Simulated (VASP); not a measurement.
Runs of VASP 6.6.1 on Ge. The structure is cubic, space group Fd-3m (No. 227). The conventional cell has a = 5.772 Å, b = 5.772 Å, c = 5.772 Å, α = 90.00°, β = 90.00°, γ = 90.00°. Ge (site symmetry -43m) has 4 Ge at 2.50 Å within 3.3 Å. 

```csv
k mesh,smearing,gap on the mesh (eV),pressure (GPa)
14 × 14 × 14,fermi-dirac 0.05 eV,none,-0.4
10 × 10 × 10,gaussian 0.3 eV,none,-0.4
10 × 10 × 10,gaussian 1 eV,none,0.1
10 × 10 × 10,gaussian 0.6 eV,none,(a)
```

Alike in all rows: task single point; level PBE; potentials or basis VASP PAW PBE potentials, release 64 (Ge_d); no spin polarisation; cell as given; cutoff (eV) 520.

Task: Fill in the values left out.

Result: (a) -0.2.

Caveats: semilocal functionals underestimate gaps, so a narrow gap can read as zero; so wide a smearing shifts energies and pressures (at least some runs).

A k mesh can miss the band edges, and the runs leave out spin-orbit coupling on Ge.

A gap of «none» marks levels without a gap at the run's occupations.
